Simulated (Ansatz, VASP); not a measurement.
## Two plane-wave programs on Si2C3

```
Si C
1.0
     3.93553    0.00000    0.00000
    -1.96776    3.40827    0.00000
     0.00000    0.00000    4.83269
Si C
2 3
Direct
  0.66667 0.33333 0.50000
  0.33333 0.66667 0.00000
  0.00000 0.00000 0.74540
  0.00000 0.00000 0.25460
  0.66667 0.33333 0.00000
```

Change from the starting cell: species swapped into the Fe3Ge2 type (P-6m2, No. 187).

Alike in both runs: task single point; functional PBE; k mesh 6 × 6 × 4; occupations gaussian, width 0.1 eV; collinear spin.

|  | VASP | Ansatz |
| --- | --- | --- |
| version | VASP 6.6.1 | Ansatz 0.2.0 |
| potentials or method | VASP PAW PBE potentials, release 64 (Si, C), cutoff 520 eV | scalar-relativistic, plane waves, PAW |
| valence electrons in the cell | 20 | 20 |

Ansatz gave:

- gap on the k mesh at the Fermi level (eV): none
- pressure (GPa): -24.3
- traceless stress, the component that is largest in VASP (GPa): 10.64
- rms of the force components (eV/Å): 0.456
- net moment per atom (μB): 0.00

Q: Estimate VASP's values.

A: gap on the k mesh at the Fermi level (eV): none; pressure (GPa): -24.2; traceless stress, the component that is largest in VASP (GPa): 10.64; rms of the force components (eV/Å): 0.457; net moment per atom (μB): 0.00.

Atom by atom the forces differ by 0.000 eV/Å (rms over components). A gap of «none» marks a metal or a gap that the smearing closes. With one functional, cell and mesh, what is left measures potentials, basis and numerics. Ansatz's warnings: seeded moment not kept.
